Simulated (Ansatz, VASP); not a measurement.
One calculation of MgO, two programs

POSCAR

```
MgO
1.0
    0.0000000000      2.0970013927      2.0970013927
    2.0970013927      0.0000000000      2.0970013927
    2.0970013927      2.0970013927      0.0000000000
Mg O
1 1
Direct
    0.0000000000      0.0000000000      0.0000000000
    0.5000000000      0.5000000000      0.5000000000
```

INCAR.step1

```
PREC = Accurate
ENCUT = 520
EDIFF = 1E-5
ISMEAR = -1
SIGMA = 0.05
LREAL = False
LASPH = True
NELM = 100
ALGO = Normal
ISIF = 2
LWAVE = True
GGA = PE
NBANDS = 11
```

INCAR.step2

```
PREC = Accurate
ENCUT = 520
EDIFF = 1E-6
ISMEAR = -1
SIGMA = 0.05
LREAL = False
LASPH = True
NELM = 100
ALGO = Normal
ISIF = 2
LWAVE = False
LCHARG = True
GGA = PE
LHFCALC = True
AEXX = 0.25
PRECFOCK = Normal
LELF = True
LVHAR = True
ISTART = 1
NBANDS = 11
```

Contents of KPOINTS:

```
Automatic mesh
0
Gamma
  6 6 6
```

input.yaml

```yaml
crystal:
  lattice:
    - [0.0, 2.0970013927, 2.0970013927]
    - [2.0970013927, 0.0, 2.0970013927]
    - [2.0970013927, 2.0970013927, 0.0]
  atoms:
    - { symbol: Mg, position: [0.0, 0.0, 0.0] }
    - { symbol: O, position: [0.5, 0.5, 0.5] }
hamiltonian:
  xc: pbe0
  pseudopotentials: { kind: paw }
kpoints:
  mp_grid: { grid: [6, 6, 6] }
  band_path:
    path:
      - [[0.0, 0.0, 0.0], [0.5, 0.0, 0.5], [0.5, 0.25, 0.75], [0.375, 0.375, 0.75], [0.0, 0.0, 0.0], [0.5, 0.5, 0.5], [0.625, 0.25, 0.625], [0.5, 0.25, 0.75], [0.5, 0.5, 0.5], [0.375, 0.375, 0.75]]
      - [[0.625, 0.25, 0.625], [0.5, 0.0, 0.5]]
    npoints: 4
scf:
  occupations: { method: fermi_dirac, width: 0.05 }
  n_extra_bands: 6
output:
  forces: true
  stress: true
  eigenvalues: true
  fatbands: false
```

Alike in both runs: functional PBE0; k mesh 6 × 6 × 6; occupations fermi-dirac, width 0.05 eV; no spin polarisation.

|  | VASP | Ansatz |
| --- | --- | --- |
| version | VASP 6.6.1 | Ansatz 0.2.0 |
| potentials or method | VASP PAW PBE potentials, release 64 (Mg, O) | Ansatz PAW |
| plane-wave cutoff (eV) | 520 | 420 |
| valence electrons in the cell | 8 | 16 |
| task | single point | band structure |

VASP gave:

- gap on the k mesh at the Fermi level (eV): 7.34
- least direct gap on the mesh (eV): 7.34
- pressure (GPa): 0.6

What did Ansatz give for the same quantities?

gap on the k mesh at the Fermi level (eV): 7.36; least direct gap on the mesh (eV): 7.36; pressure (GPa): 1.0.

VASP's potentials hold 8 valence electrons a cell and Ansatz's 16, so a difference there can come from the potentials and not from the codes.

The k mesh is coarse, so the values compare programs but aren't converged.
